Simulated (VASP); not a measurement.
# Bi (Fmmm) in VASP: a series of runs

Runs on Bi. Level: PBEsol. Tasks: single point.

Everything below comes from runs of VASP 6.6.1. Logs are shortened: lines on timing, memory, paths and dates and some standing lists are left out, and cuts for length are marked.

## Step 1: The cell of the first run

The structure is orthorhombic, space group Fmmm (No. 69). Conventional cell: a = 3.963 Å, b = 5.436 Å, c = 5.772 Å, α = 90.00°, β = 90.00°, γ = 90.00°. Bi (site symmetry mmm) has 14 Bi at 3.36 to 3.96 Å within 4.4 Å.

## Step 2: Single point, PBEsol (strain -0.0600 x Voigt [0, 0, 0, 0, 1, 0])

Contents of INCAR:

```
SYSTEM = Bi
ALGO     = Fast           ! electronic algorithm
EDIFF    = 1E-6           ! SCF threshold, eV
ENCUT    = 520            ! plane-wave cutoff, eV
GGA      = PS             ! functional
ISIF     = 2              ! what is computed and relaxed
ISMEAR   = 0              ! smearing method
LASPH    = .TRUE.         ! aspherical terms in the spheres
LCHARG   = .TRUE.         ! write CHGCAR
LELF     = .TRUE.         ! ELF
LREAL    = .FALSE.        ! projectors in reciprocal space
LVHAR    = .TRUE.       
LWAVE    = .FALSE.        ! write WAVECAR
NBANDS   = 14             ! bands
NELM     = 100            ! most SCF steps
PREC     = Accurate       ! precision mode
SIGMA    = 0.15           ! smearing width, eV
```

Contents of KPOINTS:

```
k-points
0
G
  18 18 18
  0 0 0
```

Contents of POSCAR:

```
Bi
1.0
   -2.0408734478      1.9814305318      2.0408734478
    1.9219876158     -1.9814305318      1.9219876158
    2.0408734478      1.9814305318     -2.0408734478
Bi
1
Direct
    0.0000000000      0.0000000000      0.0000000000
```

Potentials or basis: VASP PAW PBE potentials, release 64 (Bi_d).

Command:

```sh
$ cat potpaw_PBE.64/Bi_d/POTCAR > POTCAR
$ mpirun -np 1 vasp_std > vasp.out
```

OUTCAR:

```text
SYSTEM = Bi
   EDIFF = 1E-6
   ENCUT = 520
   GGA = PS
   ISIF = 2
   ISMEAR = 0
   LASPH = .TRUE.
   LREAL = .FALSE.
   NELM = 100
   PREC = Accurate

 ion  position               nearest neighbor table
   1  0.000  0.000  0.000-

  LATTYP: Found a face centered orthorhombic cell.
 ALAT       =     3.9628610636
 B/A-ratio  =     1.3717871555
 C/A-ratio  =     1.4566399693

  Lattice vectors:

 A1 = (   3.9628610636,   0.0000000000,  -0.1188858320)
 A2 = (   2.0408734478,   1.9814305318,  -2.0408734478)
 A3 = (   1.9219876158,   1.9814305318,   1.9219876158)

Analysis of symmetry for initial positions (statically):
=====================================================================
 Subroutine PRICEL returns:
 Original cell was already a primitive cell.

 Routine SETGRP: Setting up the symmetry group for a
 face centered orthorhombic supercell.

 Subroutine GETGRP returns: Found  8 space group operations
 (whereof  8 operations were pure point group operations)
 out of a pool of  8 trial point group operations.

The static configuration has the point symmetry D_2h.

Analysis of symmetry for dynamics (positions and initial velocities):
=====================================================================
 Subroutine PRICEL returns:
 Original cell was already a primitive cell.

 Routine SETGRP: Setting up the symmetry group for a
 face centered orthorhombic supercell.

 Subroutine GETGRP returns: Found  8 space group operations
 (whereof  8 operations were pure point group operations)
 out of a pool of  8 trial point group operations.

The dynamic configuration has the point symmetry D_2h.

 Subroutine INISYM returns: Found  8 space group operations
 (whereof  8 operations are pure point group operations),
 and found     1 'primitive' translations

----------------------------------------------------------------------------------------

                                     Primitive cell

  volume of cell :      31.0889

  direct lattice vectors                    reciprocal lattice vectors
    -2.040873448  1.981430532  2.040873448     0.007577108  0.252342937  0.252570250
     1.921987616 -1.981430532  1.921987616     0.260147358  0.000000000  0.260147358
     2.040873448  1.981430532 -2.040873448     0.252570250  0.252342937  0.007577108

  length of vectors
     3.500913568  3.363649765  3.500913568     0.357107969  0.367903922  0.357107969

  position of ions in fractional coordinates (direct lattice)
     0.000000000  0.000000000  0.000000000

  ion indices of the primitive-cell ions
   primitive index   ion index
                 1           1

----------------------------------------------------------------------------------------

 KPOINTS: k-points

Automatic generation of k-mesh.
 Grid dimensions read from file:
 generate k-points for:   18   18   18

 Generating k-lattice:

  Cartesian coordinates                     Fractional coordinates (reciprocal lattice)
     0.000420950  0.014019052  0.014031681     0.055555556  0.000000000  0.000000000
     0.014452631  0.000000000  0.014452631     0.000000000  0.055555556  0.000000000
     0.014031681  0.014019052  0.000420950     0.000000000  0.000000000  0.055555556

  Length of vectors
     0.019839332  0.020439107  0.019839332

  Shift w.r.t. Gamma in fractional coordinates (k-lattice)
     0.000000000  0.000000000  0.000000000

 Subroutine IBZKPT returns following result:
 ===========================================

 Found    865 irreducible k-points:

 Following reciprocal coordinates:
            Coordinates               Weight
  0.000000  0.000000  0.000000      1.000000
  0.055556  0.000000 -0.000000      8.000000
  0.111111  0.000000 -0.000000      8.000000
  0.166667  0.000000 -0.000000      8.000000
  0.222222  0.000000 -0.000000      8.000000
  0.277778  0.000000  0.000000      8.000000
[... 16 lines left out ...]
 -0.333333  0.055556  0.000000      8.000000
 -0.277778  0.055556  0.000000      8.000000
 [... further k-points ...]
[... 51 lines left out ...]
  band No.  band energies     occupation
      1     -15.2234      2.00000
      2     -15.1887      2.00000
      3     -15.1584      2.00000
      4     -15.0710      2.00000
      5     -15.0647      2.00000
      6      -5.5665      2.00000
      7      10.8226      0.00000
      8      12.0082      0.00000
      9      12.8615      0.00000
     10      16.4617      0.00000
     11      17.4891      0.00000
     12      18.0687      0.00000
     13      18.2591      0.00000
     14      19.9410      0.00000

 k-point     4 :       0.1667    0.0000   -0.0000
  band No.  band energies     occupation
      1     -15.2219      2.00000
      2     -15.1764      2.00000
      3     -15.1409      2.00000
      4     -15.0762      2.00000
      5     -15.0662      2.00000
      6      -5.2886      2.00000
      7       9.2921      0.00000
      8      11.4394      0.00000
      9      12.5948      0.00000
     10      15.6718      0.00000
     11      16.9998      0.00000
     12      18.0133      0.00000
     13      19.0679      0.00000
     14      20.6075      0.00000

 k-point     5 :       0.2222    0.0000   -0.0000
  band No.  band energies     occupation
      1     -15.2242      2.00000
      2     -15.1680      2.00000
      3     -15.1107      2.00000
      4     -15.0809      2.00000
      5     -15.0677      2.00000
      6      -4.9076      2.00000
      7       7.7354      1.10048
      8      10.8512      0.00000
      9      12.2992      0.00000
     10      15.0095      0.00000
     11      16.5534      0.00000
[... 276 lines left out ...]
 k-point    22 :      -0.3889    0.0556    0.0000
  band No.  band energies     occupation
      1     -15.2313      2.00000
      2     -15.1654      2.00000
      3     -15.0810      2.00000
      4     -15.0721      2.00000
      5     -15.0263      2.00000
      6      -3.6143      2.00000
      7       4.3894      2.00000
      8       9.4381      0.00000
      9      11.1317      0.00000
     10      14.2064      0.00000
     11      16.3921      0.00000
     12      18.8850      0.00000
     13      21.0285      0.00000
     14      24.8997      0.00000

 k-point    23 :      -0.3333    0.0556    0.0000
  band No.  band energies     occupation
      1     -15.2264      2.00000
      2     -15.1652      2.00000
      3     -15.0846      2.00000
      4     -15.0706      2.00000
      5     -15.0568      2.00000
      6      -4.1588      2.00000
      7       5.6286      2.00000
      8       9.8411      0.00000
      9      11.3497      0.00000
     10      14.5567      0.00000
     11      16.6298      0.00000
     12      18.4043      0.00000
     13      20.6971      0.00000
     14      23.8536      0.00000

 k-point    24 :      -0.2778    0.0556    0.0000
  band No.  band energies     occupation
      1     -15.2216      2.00000
      2     -15.1705      2.00000
      3     -15.0930      2.00000
      4     -15.0823      2.00000
      5     -15.0673      2.00000
      6      -4.6607      2.00000
      7       7.0193      2.00000
      8      10.3725      0.00000
      9      11.6227      0.00000
     10      15.0203      0.00000
     11      16.8606      0.00000
     12      18.1094      0.00000
     13      20.3167      0.00000
     14      22.6644      0.00000

 [... further k-points ...]
[... 5 lines left out ...]
  --------------------------------------------------------------------------------------
  -------------------------------------------------------------------------------------
  Total       -0.3602737     -0.3453751     -0.3602737      0.0000000      0.0000000      0.2657209
  in kB      -18.5668256    -17.7990190    -18.5668256      0.0000000      0.0000000     13.6940141
  external PRESSURE =     -18.3108901 kB  Pullay stress =       0.0000000 kB

 VOLUME and BASIS-vectors are now :
 -----------------------------------------------------------------------------
  energy-cutoff  :      520.00
  volume of cell :       31.09
      direct lattice vectors                 reciprocal lattice vectors
    -2.040873448  1.981430532  2.040873448     0.007577108  0.252342937  0.252570250
     1.921987616 -1.981430532  1.921987616     0.260147358  0.000000000  0.260147358
     2.040873448  1.981430532 -2.040873448     0.252570250  0.252342937  0.007577108

 POSITION                                       TOTAL-FORCE (eV/Angst)
 -----------------------------------------------------------------------------------
      0.00000      0.00000      0.00000         0.000000      0.000000     -0.000000
 -----------------------------------------------------------------------------------
    total drift:                               -0.000000     -0.000000     -0.000000

  FREE ENERGIE OF THE ION-ELECTRON SYSTEM (eV)
  ---------------------------------------------------
  free  energy   TOTEN  =        -4.2070612051 eV

  energy  without entropy=       -4.1982986266  energy(sigma->0) =       -4.20267992
```

It took 11 min on 1 thread of Intel Xeon 8259CL, shared host; peak memory 0.44 GiB.

Results:

```yaml
Free_energy: -4.2071 eV
Pressure: -1.8 GPa
Band_gap_on_the_k_mesh: zero (an odd number of electrons rules out a gap without spin polarisation)
```

Caveat: the cell differs from its parent crystal (strain -0.0600 x Voigt [0, 0, 0, 0, 1, 0]); the PAW data sets were made with another functional, which shifts forces and pressure a little; spin-orbit coupling is left out, which moves the levels of the heavy elements.

## Step 3: Single point, PBEsol (strain +0.0450 x Voigt [0, 0, 0, 0, 1, 0])

Contents of INCAR:

```
SYSTEM = Bi
PREC     = Accurate       ! precision mode
ENCUT    = 520            ! plane-wave cutoff, eV
EDIFF    = 1E-6           ! SCF threshold, eV
ISMEAR   = 0              ! smearing method
SIGMA    = 0.15           ! smearing width, eV
LREAL    = .False.        ! projectors in reciprocal space
LASPH    = .True.         ! aspherical terms in the spheres
NELM     = 100            ! most SCF steps
ALGO     = Fast           ! electronic algorithm
ISIF     = 2              ! what is computed and relaxed
LWAVE    = .False.        ! write WAVECAR
LCHARG   = .False.        ! write CHGCAR
GGA      = PS             ! functional
NBANDS   = 14             ! bands
```

Contents of KPOINTS:

```
Automatic mesh
0
Gamma
  18 18 18
  0 0 0
```

Contents of POSCAR:

```
Bi
1.0
   -1.9368483448      1.9814305318      1.9368483448
    2.0260127188     -1.9814305318      2.0260127188
    1.9368483448      1.9814305318     -1.9368483448
Bi
1
Direct
    0.0000000000      0.0000000000      0.0000000000
```

Potentials or basis: VASP PAW PBE potentials, release 64 (Bi_d).

Command:

```sh
$ cat potpaw_PBE.64/Bi_d/POTCAR > POTCAR
$ mpirun -np 1 vasp_std > vasp.out
```

Wall time 9.8 min (1 thread of Intel Xeon 8259CL, shared host); peak memory 0.44 GiB.

Results (log left out):

| Quantity | Value |
| --- | --- |
| Free energy | -4.2103 eV |
| Pressure | -1.9 GPa |
| Band gap on the k mesh | zero (an odd number of electrons rules out a gap without spin polarisation) |

Stress tensor (GPa, compression positive):
```
-1.90  0.00 -0.97
 0.00 -1.89  0.00
-0.97  0.00 -1.90
```

Levels at points of the mesh, in eV from the Fermi level:
| k point | band 4 | band 5 | band 6 | band 7 | band 8 | band 9 | band 10 | band 11 |
| --- | --- | --- | --- | --- | --- | --- | --- | --- |
| (0.00, 0.00, 0.00) | -22.82 | -22.82 | -13.54 | 4.74 | 5.13 | 5.44 | 9.00 | 10.30 |
| (0.50, 0.00, 0.00) | -22.82 | -22.73 | -10.48 | -5.08 | 1.52 | 3.54 | 5.88 | 7.68 |
| (0.00, 0.50, 0.00) | -22.82 | -22.75 | -10.74 | -5.14 | 1.89 | 3.59 | 6.23 | 7.72 |
| (0.50, 0.00, 0.50) | -22.83 | -22.72 | -10.22 | -5.02 | 1.27 | 3.32 | 5.69 | 7.44 |
| (0.50, 0.50, 0.50) | -22.75 | -22.73 | -8.36 | -2.01 | -1.81 | -1.57 | 3.52 | 3.53 |

Caveat: the cell differs from its parent crystal (strain +0.0450 x Voigt [0, 0, 0, 0, 1, 0]); the PAW data sets were made with another functional, which shifts forces and pressure a little; spin-orbit coupling is left out, which moves the levels of the heavy elements.

## Step 4: Single point, PBEsol (strain -0.0300 x Voigt [0, 0, 0, 0, 1, 0])

INCAR is that of step 3.

Contents of KPOINTS:

```
regular mesh
0
Gamma
  18 18 18
  0 0 0
```

Contents of POSCAR:

```
Bi
1.0
   -2.0111519898      1.9814305318      2.0111519898
    1.9517090738     -1.9814305318      1.9517090738
    2.0111519898      1.9814305318     -2.0111519898
Bi
1
Direct
    0.0000000000      0.0000000000      0.0000000000
```

Command:

```sh
$ cat potpaw_PBE.64/Bi_d/POTCAR > POTCAR
$ mpirun -np 1 vasp_std > vasp.out
```

It took 10 min on 1 thread of Intel Xeon 8259CL, shared host; peak memory 0.44 GiB.

Results (log left out):

```yaml
Free_energy: -4.2125 eV
Pressure: -1.9 GPa
Band_gap_on_the_k_mesh: zero (an odd number of electrons rules out a gap without spin polarisation)
```

Stress tensor (GPa, compression positive):
```
-1.93  0.00  0.59
 0.00 -1.94  0.00
 0.59  0.00 -1.93
```

Levels at points of the mesh, in eV from the Fermi level:
| k point | band 5 | band 6 | band 7 | band 8 | band 9 | band 10 |
| --- | --- | --- | --- | --- | --- | --- |
| (0.00, 0.00, 0.00) | -22.82 | -13.54 | 4.87 | 5.12 | 5.33 | 9.05 |
| (0.50, 0.00, 0.00) | -22.74 | -10.48 | -5.08 | 1.55 | 3.49 | 5.92 |
| (0.00, 0.50, 0.00) | -22.73 | -10.31 | -5.04 | 1.37 | 3.36 | 5.78 |
| (0.50, 0.00, 0.50) | -22.75 | -10.66 | -5.12 | 1.78 | 3.54 | 6.14 |
| (0.50, 0.50, 0.50) | -22.74 | -8.37 | -1.95 | -1.81 | -1.66 | 3.52 |

Caveat: the cell differs from its parent crystal (strain -0.0300 x Voigt [0, 0, 0, 0, 1, 0]); the PAW data sets were made with another functional, which shifts forces and pressure a little; spin-orbit coupling is left out, which moves the levels of the heavy elements.

## Step 5: Single point, PBEsol (strain +0.0150 x Voigt [0, 0, 0, 0, 1, 0])

Contents of INCAR:

```
SYSTEM = Bi
PREC     = Accurate       ! precision mode
ENCUT    = 520            ! plane-wave cutoff, eV
EDIFF    = 1E-6           ! SCF threshold, eV
ISMEAR   = 0              ! smearing method
SIGMA    = 0.15           ! smearing width, eV
LREAL    = .FALSE.        ! projectors in reciprocal space
LASPH    = .TRUE.         ! aspherical terms in the spheres
NELM     = 60             ! most SCF steps
ALGO     = Fast           ! electronic algorithm
ISIF     = 2              ! what is computed and relaxed
LWAVE    = .FALSE.        ! write WAVECAR
LCHARG   = .FALSE.        ! write CHGCAR
GGA      = PS             ! functional
NBANDS   = 14             ! bands
```

Contents of KPOINTS:

```
Automatic mesh
0
G
  18 18 18
  0 0 0
```

Contents of POSCAR:

```
Bi
1.0
   -1.9665698028      1.9814305318      1.9665698028
    1.9962912608     -1.9814305318      1.9962912608
    1.9665698028      1.9814305318     -1.9665698028
Bi
1
Direct
    0.0000000000      0.0000000000      0.0000000000
```

Command:

```sh
$ cat potpaw_PBE.64/Bi_d/POTCAR > POTCAR
$ mpirun -np 1 vasp_std > vasp.out
```

It took 9.2 min on 1 thread of Intel Xeon 8259CL, shared host; peak memory 0.44 GiB.

It converged, with:

* Free energy: -4.2136 eV
* Pressure: -1.9 GPa
* Band gap on the k mesh: zero (an odd number of electrons rules out a gap without spin polarisation)

Stress tensor (GPa, compression positive):
```
-1.95  0.00 -0.26
 0.00 -1.95  0.00
-0.26  0.00 -1.95
```

Levels at points of the mesh, in eV from the Fermi level:
```tsv
k point	band 5	band 6	band 7	band 8	band 9	band 10
(0.00, 0.00, 0.00)	-22.82	-13.54	4.99	5.11	5.23	9.08
(0.50, 0.00, 0.00)	-22.74	-10.49	-5.09	1.56	3.45	5.94
(0.00, 0.50, 0.00)	-22.75	-10.57	-5.11	1.67	3.49	6.04
(0.50, 0.00, 0.50)	-22.74	-10.40	-5.07	1.47	3.40	5.86
(0.50, 0.50, 0.50)	-22.75	-8.38	-1.88	-1.81	-1.74	3.51
```

Caveat: the cell differs from its parent crystal (strain +0.0150 x Voigt [0, 0, 0, 0, 1, 0]); the PAW data sets were made with another functional, which shifts forces and pressure a little; spin-orbit coupling is left out, which moves the levels of the heavy elements.

## Step 6: Single point, PBEsol (strain +0.0525 x Voigt [0, 0, 0, 0, 1, 0])

Contents of INCAR:

```
SYSTEM = Bi
PREC = Accurate
ENCUT = 520
EDIFF = 1E-6
ISMEAR = 0
SIGMA = 0.15
LREAL = .False.
LASPH = .True.
NELM = 100
ALGO = Fast
ISIF = 2
LWAVE = .False.
LCHARG = .True.
GGA = PS
LELF = .True.
LVHAR = .True.
NBANDS = 14
```

Contents of KPOINTS:

```
Automatic mesh
0
Gamma
  18 18 18
  0 0 0
```

Contents of POSCAR:

```
Bi
1.0
   -1.9294179803      1.9814305318      1.9294179803
    2.0334430833     -1.9814305318      2.0334430833
    1.9294179803      1.9814305318     -1.9294179803
Bi
1
Direct
    0.0000000000      0.0000000000      0.0000000000
```

Potentials or basis: VASP PAW PBE potentials, release 64 (Bi_d).

Command:

```sh
$ cat potpaw_PBE.64/Bi_d/POTCAR > POTCAR
$ mpirun -np 1 vasp_std > vasp.out
```

Run time: 11 min. Hardware: 1 thread of Intel Xeon 8259CL, shared host; peak memory 0.44 GiB.

Results (log left out):

- Free energy: -4.2088 eV
- Pressure: -1.9 GPa
- Band gap on the k mesh: zero (an odd number of electrons rules out a gap without spin polarisation)

Stress tensor (GPa, compression positive):
```
-1.88  0.00 -1.17
 0.00 -1.84  0.00
-1.17  0.00 -1.88
```

Levels at points of the mesh, in eV from the Fermi level:
```tsv
k point	band 4	band 5	band 6	band 7	band 8	band 9	band 10	band 11
(0.00, 0.00, 0.00)	-22.82	-22.81	-13.54	4.68	5.14	5.49	8.97	10.28
(0.50, 0.00, 0.00)	-22.82	-22.73	-10.48	-5.09	1.50	3.57	5.86	7.72
(0.00, 0.50, 0.00)	-22.81	-22.75	-10.78	-5.14	1.94	3.61	6.28	7.74
(0.50, 0.00, 0.50)	-22.82	-22.72	-10.17	-5.00	1.22	3.30	5.65	7.42
(0.50, 0.50, 0.50)	-22.75	-22.73	-8.36	-2.04	-1.81	-1.53	3.52	3.54
```

Caveat: the cell differs from its parent crystal (strain +0.0525 x Voigt [0, 0, 0, 0, 1, 0]); the PAW data sets were made with another functional, which shifts forces and pressure a little; spin-orbit coupling is left out, which moves the levels of the heavy elements.

## Step 7: Summary

| cell | gap on the mesh (eV) | pressure (GPa) |
| --- | --- | --- |
| a = 3.501, b = 3.364 Å, angles 109.5, 111.1, 109.5°, 1 atom | none | -1.8 |
| a = 3.381, b = 3.484 Å, angles 109.5, 108.2, 109.5°, 1 atom | none | -1.9 |
| a = 3.466, b = 3.398 Å, angles 109.5, 110.3, 109.5°, 1 atom | none | -1.9 |
| a = 3.415, b = 3.449 Å, angles 109.5, 109.1, 109.5°, 1 atom | none | -1.9 |
| a = 3.372, b = 3.492 Å, angles 109.5, 108.0, 109.5°, 1 atom | none | -1.9 |

Alike in all rows: task single point; level PBEsol; potentials or basis VASP PAW PBE potentials, release 64 (Bi_d); no spin polarisation; k mesh 18 × 18 × 18; cutoff (eV) 520; smearing gaussian 0.15 eV.

Caveats: the PAW data sets were made with another functional, which shifts forces and pressure a little; spin-orbit coupling is left out, which moves the levels of the heavy elements.

Total energies depend on the potentials used, so only differences within one code and one set of settings carry meaning.
